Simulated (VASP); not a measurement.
Wanted: the native input for a VASP 6.6.1 run.

```yaml
Task: single point
Functional: LDA
Potentials_or_basis: VASP PAW LDA potentials, release 64 (Mn_pv, Se)
Cutoff: 500 eV
k_mesh: 9 × 9 × 9
Occupations: fermi-dirac, width 0.3 eV
Spin: collinear spin
Starting_moments: "[1.79, -0.09] μB"
Fixed_moment: 1.6 μB
Dipole_correction: no
Further_INCAR_settings: ALGO = Normal; EDIFF = 1e-06; NBANDS = 20
```

The structure of MnSe lies in POSCAR:

```
MnSe
1.0
    0.0000000000      2.7200000000      2.7200000000
    2.7200000000      0.0000000000      2.7200000000
    2.7200000000      2.7200000000      0.0000000000
Mn Se
1 1
Direct
    0.0000000000      0.0000000000      0.0000000000
    0.5000000000      0.5000000000      0.5000000000
```

One way to write it, as run:

INCAR

```
SYSTEM = MnSe
PREC = Accurate
ENCUT = 500
EDIFF = 1E-6
ISMEAR = -1
SIGMA = 0.3
LREAL = .False.
LASPH = .True.
NELM = 200
ALGO = Normal
ISIF = 2
LWAVE = .False.
LCHARG = .False.
ISPIN = 2
MAGMOM = 1.79 -0.09
LORBIT = 11
NUPDOWN = 1.6
LMAXMIX = 4
GGA = CA
NBANDS = 20
GGA_COMPAT = .False.
```

KPOINTS

```
Automatic mesh
0
Gamma
  9 9 9
  0 0 0
```

Potentials or basis: VASP PAW LDA potentials, release 64 (Mn_pv, Se).

Run with:

```sh
$ cat potpaw_LDA.64/Mn_pv/POTCAR potpaw_LDA.64/Se/POTCAR > POTCAR
$ mpirun -np 1 vasp_std > vasp.out
```

It gave:

| Quantity | Value |
| --- | --- |
| Pressure | -19.5 GPa |
| Net moment | 1.60 μB per cell |
| Site moments | Mn +1.61; Se -0.07 μB |
| Valence electrons inside the program's atomic spheres | Mn 11.44; Se 3.77 |

Caveat: the cell stands under tension; so wide a smearing shifts energies and pressures; the total moment is fixed, so each spin has its own Fermi level and the state may be an excited one; a cell with one magnetic atom can't hold antiferromagnetic order, which such compounds often take.

It took 78 s on 1 thread of Intel Xeon 8259CL (shared host), peak memory 0.17 GiB.
